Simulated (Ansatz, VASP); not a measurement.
# One calculation of TiSb, two programs

```
Ti Sb
1.0
     4.18378    0.00000    0.00000
    -2.09189    3.62326    0.00000
     0.00000    0.00000    6.40684
Ti Sb
2 2
Direct
  0.00000 0.00000 0.00000
  0.00000 0.00000 0.50000
  0.33333 0.66667 0.25000
  0.66667 0.33333 0.75000
```

Change from the starting cell: volume scaled by 1.06, PAW files.

Alike in both runs: task electric field gradients; functional LDA; k mesh 12 × 12 × 7; occupations fermi-dirac, width 0.03 eV; no spin polarisation.

|  | VASP | Ansatz |
| --- | --- | --- |
| version | VASP 6.6.1 | Ansatz 0.2.0 |
| potentials or method | VASP PAW LDA potentials, release 64 (Ti_sv, Sb) | PAW with Ansatz's default frozen-core files, scalar-relativistic |
| plane-wave cutoff (eV) | 520 | 420 |
| valence electrons in the cell | 34 | 54 |

Ansatz gave:

* pressure (GPa): -11.9
* traceless stress, the component that is largest in VASP (GPa): -0.69
* size of Vzz on the site where it differs most (V/Å²): 51.0

Question: What did VASP give for the same quantities?

Answer: Pressure (GPa): -11.7; traceless stress, the component that is largest in VASP (GPa): -0.66; size of Vzz on the site where it differs most (V/Å²): 47.7.

LDA's correlation is that of Perdew and Zunger in VASP and of Perdew and Wang (1992) in Ansatz. VASP's potentials hold 34 valence electrons a cell and Ansatz's 54, so a difference there can come from the potentials and not from the codes.

Neither program's run includes spin-orbit coupling.
